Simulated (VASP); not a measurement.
# SrVO3 (Pm-3m) in VASP: single point with PBE

Aim: the single point of SrVO3 with PBE.

All numbers are computed with VASP 6.6.1; they aren't measurements. Logs are shortened: lines on timing, memory, paths and dates and some standing lists are left out, and cuts for length are marked.

### Step 1. The cell of the first run

The structure is cubic, space group Pm-3m (No. 221). The conventional cell has a = 3.841 Å, b = 3.841 Å, c = 3.841 Å, α = 90.00°, β = 90.00°, γ = 90.00°. Sr (site symmetry m-3m) has 12 O at 2.72 Å and 8 V at 3.33 Å within 3.6 Å. V (site symmetry m-3m) has 6 O at 1.92 Å within 2.5 Å. Within 2.5 Å of O (site symmetry 4/mmm) lie 2 V at 1.92 Å.

### Step 2. Single point, PBE, collinear spin, ferromagnetic start

File INCAR:

```
SYSTEM = SrVO3
PREC = Accurate
ENCUT = 520
EDIFF = 1E-6
ISMEAR = -1
SIGMA = 0.05
LREAL = .False.
LASPH = .True.
NELM = 150
ALGO = Normal
ISIF = 2
LWAVE = .False.
LCHARG = .True.
ISPIN = 2
MAGMOM = 0 1 0 0 0
LORBIT = 11
LMAXMIX = 4
GGA = PE
LELF = .True.
LVHAR = .True.
NBANDS = 32
```

File KPOINTS:

```
regular mesh
0
Gamma
  9 9 9
  0 0 0
```

File POSCAR:

```
SrVO3
1.0
    3.8409000000      0.0000000000      0.0000000000
    0.0000000000      3.8409000000      0.0000000000
    0.0000000000      0.0000000000      3.8409000000
Sr V O
1 1 3
Direct
    0.5000000000      0.5000000000      0.5000000000
    0.0000000000      0.0000000000      0.0000000000
    0.5000000000      0.0000000000      0.0000000000
    0.0000000000      0.5000000000      0.0000000000
    0.0000000000      0.0000000000      0.5000000000
```

Potentials or basis: VASP PAW PBE potentials, release 64 (Sr_sv, V_sv, O).

The run is started by

```bash
$ cat potpaw_PBE.64/Sr_sv/POTCAR potpaw_PBE.64/V_sv/POTCAR potpaw_PBE.64/O/POTCAR > POTCAR
$ mpirun -np 1 vasp_std > vasp.out
```

OUTCAR:

```text
SYSTEM = SrVO3
   PREC = Accurate
   ENCUT = 520
   EDIFF = 1E-6
   ISMEAR = -1
   LREAL = .False.
   LASPH = .True.
   NELM = 150
   ISIF = 2
   ISPIN = 2
   LORBIT = 11
   GGA = PE

 ion  position               nearest neighbor table
   1  0.500  0.500  0.500-   3 2.72   4 2.72   5 2.72   3 2.72   4 2.72   3 2.72   5 2.72   3 2.72
                             4 2.72   5 2.72   4 2.72   5 2.72   2 3.33   2 3.33   2 3.33   2 3.33
   2  0.000  0.000  0.000-   3 1.92   4 1.92   5 1.92   5 1.92   4 1.92   3 1.92   1 3.33   1 3.33
                             1 3.33   1 3.33   1 3.33   1 3.33   1 3.33   1 3.33
   3  0.500  0.000  0.000-   2 1.92   2 1.92   1 2.72   1 2.72   1 2.72   1 2.72
   4  0.000  0.500  0.000-   2 1.92   2 1.92   1 2.72   1 2.72   1 2.72   1 2.72
   5  0.000  0.000  0.500-   2 1.92   2 1.92   1 2.72   1 2.72   1 2.72   1 2.72

  LATTYP: Found a simple cubic cell.
 ALAT       =     3.8409000000

  Lattice vectors:

 A1 = (   3.8409000000,   0.0000000000,   0.0000000000)
 A2 = (   0.0000000000,   3.8409000000,   0.0000000000)
 A3 = (   0.0000000000,   0.0000000000,   3.8409000000)

Analysis of symmetry for initial positions (statically):
=====================================================================
 Subroutine PRICEL returns:
 Original cell was already a primitive cell.

 Routine SETGRP: Setting up the symmetry group for a
 simple cubic supercell.

 Subroutine GETGRP returns: Found 48 space group operations
 (whereof 48 operations were pure point group operations)
 out of a pool of 48 trial point group operations.

The static configuration has the point symmetry O_h .

Analysis of symmetry for dynamics (positions and initial velocities):
=====================================================================
 Subroutine PRICEL returns:
 Original cell was already a primitive cell.

 Routine SETGRP: Setting up the symmetry group for a
 simple cubic supercell.

 Subroutine GETGRP returns: Found 48 space group operations
 (whereof 48 operations were pure point group operations)
 out of a pool of 48 trial point group operations.

The dynamic configuration has the point symmetry O_h .

Analysis of structural, dynamic, and magnetic symmetry:
=====================================================================
 Subroutine PRICEL returns:
 Original cell was already a primitive cell.

 Routine SETGRP: Setting up the symmetry group for a
 simple cubic supercell.

 Subroutine GETGRP returns: Found 48 space group operations
 (whereof 48 operations were pure point group operations)
 out of a pool of 48 trial point group operations.

The overall configuration has the point symmetry O_h .

 Subroutine INISYM returns: Found 48 space group operations
 (whereof 48 operations are pure point group operations),
 and found     1 'primitive' translations

----------------------------------------------------------------------------------------

                                     Primitive cell

  volume of cell :      56.6629

  direct lattice vectors                    reciprocal lattice vectors
     3.840900000  0.000000000  0.000000000     0.260355646  0.000000000  0.000000000
     0.000000000  3.840900000  0.000000000     0.000000000  0.260355646  0.000000000
     0.000000000  0.000000000  3.840900000     0.000000000  0.000000000  0.260355646

  length of vectors
     3.840900000  3.840900000  3.840900000     0.260355646  0.260355646  0.260355646

  position of ions in fractional coordinates (direct lattice)
     0.500000000  0.500000000  0.500000000
     0.000000000  0.000000000  0.000000000
     0.500000000  0.000000000  0.000000000
     0.000000000  0.500000000  0.000000000
     0.000000000  0.000000000  0.500000000

  ion indices of the primitive-cell ions
   primitive index   ion index
                 1           1
                 2           2
                 3           3
                 4           4
                 5           5

----------------------------------------------------------------------------------------

 KPOINTS: regular mesh

Automatic generation of k-mesh.
 Grid dimensions read from file:
 generate k-points for:    9    9    9

 Generating k-lattice:

  Cartesian coordinates                     Fractional coordinates (reciprocal lattice)
     0.028928405  0.000000000  0.000000000     0.111111111  0.000000000  0.000000000
     0.000000000  0.028928405  0.000000000     0.000000000  0.111111111  0.000000000
     0.000000000  0.000000000  0.028928405     0.000000000  0.000000000  0.111111111

  Length of vectors
     0.028928405  0.028928405  0.028928405

  Shift w.r.t. Gamma in fractional coordinates (k-lattice)
     0.000000000  0.000000000  0.000000000

 Subroutine IBZKPT returns following result:
 ===========================================

 Found     35 irreducible k-points:

 Following reciprocal coordinates:
            Coordinates               Weight
  0.000000  0.000000  0.000000      1.000000
  0.111111  0.000000  0.000000      6.000000
  0.222222  0.000000  0.000000      6.000000
  0.333333  0.000000  0.000000      6.000000
  0.444444  0.000000  0.000000      6.000000
  0.111111  0.111111  0.000000     12.000000
[... 16 lines left out ...]
  0.333333  0.333333  0.111111     24.000000
  0.444444  0.333333  0.111111     48.000000
 [... further k-points ...]
   k-points           NKPTS =     35   k-points in BZ     NKDIM =     35   number of bands    NBANDS=     32
   number of dos      NEDOS =    301   number of ions     NIONS =      5
   total plane-waves  NPLWV =  27000
   dimension x,y,z NGX =    30 NGY =   30 NGZ =   30
   dimension x,y,z NGXF=    60 NGYF=   60 NGZF=   60
   ions per type =               1   1   3
   NGX,Y,Z   is equivalent  to a cutoff of  12.98, 12.98, 12.98 a.u.
   NGXF,Y,Z  is equivalent  to a cutoff of  25.97, 25.97, 25.97 a.u.
 SYSTEM =  SrVO3
   PREC   = accura    normal or accurate (medium, high low for compatibility)
   ISTART =      0    job   : 0-new  1-cont  2-samecut
   ICHARG =      2    charge: 1-file 2-atom 10-const
   ISPIN  =      2    spin polarized calculation?
   LNONCOLLINEAR =      F non collinear calculations
   LSORBIT =      F    spin-orbit coupling
   LASPH  =      T    aspherical Exc in radial PAW
   ENCUT  =  520.0 eV  38.22 Ry    6.18 a.u.   7.14  7.14  7.14*2*pi/ulx,y,z
   NELM   =    150;   NELMIN=  2; NELMDL= -5     # of ELM steps
   EDIFF  = 0.1E-05   stopping-criterion for ELM
   LREAL  =      F    real-space projection
   EDIFFG = 0.1E-04   stopping-criterion for IOM
   NSW    =      0    number of steps for IOM
   IBRION =     -1    ionic relax: 0-MD 1-quasi-New 2-CG
   NFREE  =      0    steps in history (QN), initial steepest desc. (CG)
   ISIF   =      2    stress and relaxation
   ISYM   =      2    0-nonsym 1-usesym 2-fastsym
   POTIM  = 0.5000    time-step for ionic-motion
   TEBEG  =    0.0;   TEEND  =   0.0 temperature during run
   PSTRESS=    0.0 pullay stress
   NELECT =      41.0000    total number of electrons
   NUPDOWN=      -1.0000    fix difference up-down
   EMIN   =  10.00;   EMAX   =-10.00  energy-range for DOS
   EFERMI =   0.00;   METHOD = LEGACY
   ISMEAR =    -1;   SIGMA  =   0.05  broadening in eV -4-tet -1-fermi 0-gaus
   EFERMI_NEDOS =   21; number of points for ismear=-14 and -15
   IALGO  =     38    algorithm
   IMIX   =      4    mixing-type and parameters
     AMIX     =   0.40;   BMIX     =  1.00
     AMIX_MAG =   1.60;   BMIX_MAG =  1.00
  volume/ion in A,a.u.               =      11.33        76.48
  Fermi-wavevector in a.u.,A,eV,Ry     =   1.469726  2.777380 29.389880  2.160095
  Thomas-Fermi vector in A             =   2.585069
   LORBIT       =     11    0 simple, 1 ext, 2 COOP (PROOUT), +10 PAW based schemes
   GGA     = PE    functional components
   LHFCALC =     F    Hartree Fock is set to
   AEXX    =    0.0000 exact exchange contribution
   IVDW    =     0    specifies the selected vdW correction
   LEPSILON=     F    determine dielectric tensor
   LRPA    =     F    only Hartree local field effects (RPA)
 spin polarized calculation
  energy-cutoff  :      520.00
  volume of cell :       56.66
 maximum number of plane-waves:      1551
 NGX is ok and might be reduce to    30
   NGX = 15   NGY = 15   NGZ = 15

 number of electron      41.0000017 magnetization       0.3278548

 Free energy of the ion-electron system (eV)
  ---------------------------------------------------
  ext. energy  EPLUGINS =         0.00000000
  ---------------------------------------------------
  free energy    TOTEN  =       -39.26995496 eV

  energy without entropy =      -39.25651711  energy(sigma->0) =      -39.26323603

 E-fermi :   6.2883     XC(G=0): -11.5743

 val. band max:        6.2660000509   @ k =   0.3333   0.2222   0.1111
 cond. band min:       6.2883500895   @ k =   0.4444   0.2222   0.1111
 fundamental gap:      0.0223500386
 Fermi energy:         6.2882724367

 spin component 1

 k-point     1 :       0.0000    0.0000    0.0000
  band No.  band energies     occupation
      1     -59.7148      1.00000
      2     -33.5474      1.00000
      3     -33.5474      1.00000
      4     -33.5474      1.00000
      5     -28.2577      1.00000
      6     -13.4709      1.00000
[... 829 lines left out ...]
     31      16.0487      0.00000
     32      17.4166      0.00000

 [... further k-points ...]

 spin component 2

 k-point     1 :       0.0000    0.0000    0.0000
  band No.  band energies     occupation
      1     -59.3894      1.00000
      2     -33.2281      1.00000
      3     -33.2281      1.00000
      4     -33.2281      1.00000
      5     -28.2577      1.00000
      6     -13.4607      1.00000
[... 829 lines left out ...]
     31      16.0569      0.00000
     32      17.4324      0.00000

 [... further k-points ...]
[... 5 lines left out ...]
  --------------------------------------------------------------------------------------
  -------------------------------------------------------------------------------------
  Total        1.2547320      1.2547320      1.2547320      0.0000000     -0.0000000     -0.0000000
  in kB       35.4782813     35.4782813     35.4782813      0.0000000     -0.0000000     -0.0000000
  external PRESSURE =      35.4782813 kB  Pullay stress =       0.0000000 kB

 VOLUME and BASIS-vectors are now :
 -----------------------------------------------------------------------------
  energy-cutoff  :      520.00
  volume of cell :       56.66
      direct lattice vectors                 reciprocal lattice vectors
     3.840900000  0.000000000  0.000000000     0.260355646  0.000000000  0.000000000
     0.000000000  3.840900000  0.000000000     0.000000000  0.260355646  0.000000000
     0.000000000  0.000000000  3.840900000     0.000000000  0.000000000  0.260355646

 POSITION                                       TOTAL-FORCE (eV/Angst)
 -----------------------------------------------------------------------------------
      1.92045      1.92045      1.92045         0.000000      0.000000      0.000000
      0.00000      0.00000      0.00000         0.000000      0.000000      0.000000
      1.92045      0.00000      0.00000         0.000000      0.000000      0.000000
      0.00000      1.92045      0.00000         0.000000      0.000000      0.000000
      0.00000      0.00000      1.92045         0.000000      0.000000      0.000000
 -----------------------------------------------------------------------------------
    total drift:                                0.000000     -0.000000      0.000000

  FREE ENERGIE OF THE ION-ELECTRON SYSTEM (eV)
  ---------------------------------------------------
  free  energy   TOTEN  =       -39.2699549554 eV

  energy  without entropy=      -39.2565171066  energy(sigma->0) =      -39.26323603

 total charge

# of ion       s       p       d       tot
------------------------------------------
    1        2.000   5.803   0.219   8.021
    2        2.285   6.350   2.956  11.591
    3        1.564   3.483   0.000   5.048
    4        1.564   3.483   0.000   5.048
    5        1.564   3.483   0.000   5.048
--------------------------------------------------
tot          8.979  22.602   3.174  34.755

 magnetization (x)

# of ion       s       p       d       tot
------------------------------------------
    1       -0.000  -0.000   0.001   0.000
    2        0.002   0.002   0.301   0.306
    3       -0.000  -0.000   0.000  -0.000
    4       -0.000  -0.000   0.000  -0.000
    5       -0.000  -0.000   0.000  -0.000
--------------------------------------------------
tot          0.001   0.001   0.302   0.305
```

Run time: 2.2 min. Hardware: 1 thread of Intel Xeon 6975P-C, shared host; peak memory 0.26 GiB.

Results:

```yaml
Free_energy: -39.2700 eV
Pressure: 3.5 GPa
Net_moment: 0.33 μB per cell
Site_moments: Sr +0.00; V +0.31; O -0.00 μB
Valence_electrons_inside_the_program's_atomic_spheres: Sr 8.02; V 11.59; O 5.05
```

Levels at points of the mesh, in eV from the Fermi level:
Spin up:
```csv
k point,band 19,band 20,band 21,band 22,band 23,band 24
"(0.00, 0.00, 0.00)",-2.40,-2.40,-1.11,-1.11,-1.11,1.22
```
Spin down:
```
           k point  band 17  band 18  band 19  band 20  band 21  band 22  band 23  band 24
(0.00, 0.00, 0.00)    -3.23    -2.40    -2.40    -2.40    -0.76    -0.76    -0.76     1.39
```

Caveat: semilocal functionals often make such compounds metallic where correlation or magnetic order opens a gap, which also shifts bond lengths. With open d or f shells a metallic result of PBE can be an artefact of self-interaction; +U or a hybrid may open a gap.
